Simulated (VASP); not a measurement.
A run of VASP 6.6.1:

INCAR

```
PREC = Accurate
ENCUT = 520
EDIFF = 1E-7
ISMEAR = -1
SIGMA = 0.1206
LREAL = Auto
LASPH = True
NELM = 80
ALGO = Normal
ISIF = 2
LWAVE = False
LCHARG = False
GGA = PE
ISYM = 0
NBANDS = 78
```

The input KPOINTS:

```
regular mesh
0
Gamma
  1 1 1
```

File POSCAR:

```
Al2O3
1.0
    6.1766180000      0.0403830000      0.1957820000
    0.0403830000      6.5396630000     -0.3645670000
    0.1957820000     -0.3645670000      6.8042970000
Al O
10 15
Direct
    0.3040237678      0.1871171977      0.1489103686
    0.2986127178      0.8614125703      0.3441117578
    0.8016203277      0.8808313887      0.4074676966
    0.8694614026      0.8663464497      0.0305767714
    0.5567801909      0.5775428983      0.6139457967
    0.8239649862      0.3690744253      0.2082402992
    0.0800404207      0.1480226443      0.7018229360
    0.2979975586      0.5703892685      0.0579005511
    0.5946659279      0.1524009676      0.7692807176
    0.0900425006      0.6269010300      0.6318033629
    0.2942497750      0.6127132223      0.4094163162
    0.3218084276      0.5335355514      0.7728162304
    0.4742679467      0.9236016145      0.1690873492
    0.5990630764      0.8834090564      0.5833810638
    0.3259517105      0.1377218389      0.8409464431
    0.1969067657      0.1722771340      0.4059722492
    0.0996314417      0.3592679216      0.1175354611
    0.6645370063      0.3363686908      0.6063079757
    0.5329250310      0.4234093021      0.1016034325
    0.0716889861      0.8744672735      0.5696382003
    0.8289735501      0.0554375831      0.2607354755
    0.8234170962      0.5874455343      0.3659954893
    0.0957345841      0.7627228587      0.1317741533
    0.8430734499      0.6938416067      0.8197124768
    0.8459422991      0.1213879613      0.9032881383
```

Potentials or basis: VASP PAW PBE potentials, release 64 (Al, O).

Launch:

```console
$ cat potpaw_PBE.64/Al/POTCAR potpaw_PBE.64/O/POTCAR > POTCAR
$ mpirun -np 1 vasp_gam > vasp.out
```

Hardware: 1 thread of Intel Xeon 8259CL, on a shared host.

Question: Estimate the wall time of this run.

Answer: Run time: 91 s on 1 thread of Intel Xeon 8259CL, on a shared host, peak memory 0.31 GiB. Counts: scf iterations 17, k points 1.
